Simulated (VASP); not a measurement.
# MoIr4: single point with PBE

Crystal: MoIr4.

```
Mo Ir
1.0
     4.79589    0.00000    0.00000
    -2.39795    4.15336    0.00000
     0.00000    0.00000    4.13737
Mo Ir
1 4
Cartesian
  0.0000 0.0000 0.0000
  0.0000 2.7689 0.0000
  2.3979 1.3845 0.0000
  0.0000 2.7689 2.0687
  2.3979 1.3845 2.0687
```

| Property | Result |
| --- | --- |
| Program | VASP 6.6.1 |
| Task | single point |
| Functional | PBE |
| Potentials or basis | VASP PAW PBE potentials, release 64 (Mo_sv, Ir) |
| Cutoff | 520 eV |
| k mesh | 6 × 6 × 4 |
| Occupations | gaussian, width 0.1 eV |
| Spin | no spin polarisation |

```
Pressure               : 57.5 GPa
Band gap on the k mesh : zero (band 25 reaches 10.15 eV, above the bottom of band 26 at 7.04 eV)
```

Stress tensor (GPa, compression positive):
```
 -3.28   0.00   0.00
  0.00  -3.28   0.00
  0.00   0.00 179.02
```

Levels at points of the mesh, in eV from the Fermi level:
```tsv
k point	band 22	band 23	band 24	band 25	band 26	band 27
(0.00, 0.00, 0.00)	-1.58	-0.06	-0.06	0.31	1.20	1.74
(0.50, 0.00, 0.00)	-0.79	-0.63	-0.01	0.74	1.00	1.74
(0.00, 0.00, 0.50)	-2.84	-2.51	-2.51	-2.33	-2.33	-0.75
(0.50, 0.00, 0.50)	-2.89	-2.52	-2.15	-1.06	-0.80	-0.76
```

It took 52 s on 1 thread of Intel(R) Xeon(R) Platinum 8488C (Sapphire Rapids) (shared host), peak memory 0.22 GiB.

Caveat: the k points lie up to 0.38 Å⁻¹ apart; spin-orbit coupling is left out, which moves the levels of the heavy elements.
